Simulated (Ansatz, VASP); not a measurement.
InSe in VASP and in Ansatz

```
In Se
1.0
     5.86790   -2.05500    0.00000
     5.86790    2.05500    0.00000
    -1.59942    0.00000    4.32366
In Se
2 2
Cartesian
  10.3665 0.0000 0.0216
  -0.2301 0.0000 4.3020
  6.7188 0.0000 2.7758
  3.4176 0.0000 1.5479
```

Alike in both runs: task electric field gradients; functional PBE; k mesh 7 × 7 × 6; occupations fermi-dirac, width 0.02 eV; no spin polarisation.

|  | VASP | Ansatz |
| --- | --- | --- |
| version | VASP 6.6.1 | Ansatz 0.2.0 |
| potentials or method | VASP PAW PBE potentials, release 64 (In_d, Se) | PAW with Ansatz's default frozen-core files, scalar-relativistic |
| plane-wave cutoff (eV) | 520 | 420 |
| valence electrons in the cell | 38 | 58 |

```tsv
	VASP	Ansatz	Ansatz less VASP
gap on the k mesh at the Fermi level (eV)	0.94	0.95	+0.004
pressure (GPa)	3.0	2.9	-0.04
traceless stress, the component that is largest in VASP (GPa)	2.40	2.40	-0.004
rms of the force components (eV/Å)	0.386	0.386	-0.0007
size of Vzz on the site where it differs most (V/Å²)	74.0	77.1	+3.09
```

Atom by atom the forces differ by 0.007 eV/Å (rms over components). The functional is the same, so the differences come from potentials, cutoffs and numerics. VASP's potentials hold 38 valence electrons a cell and Ansatz's 58, so a difference there can come from the potentials and not from the codes.
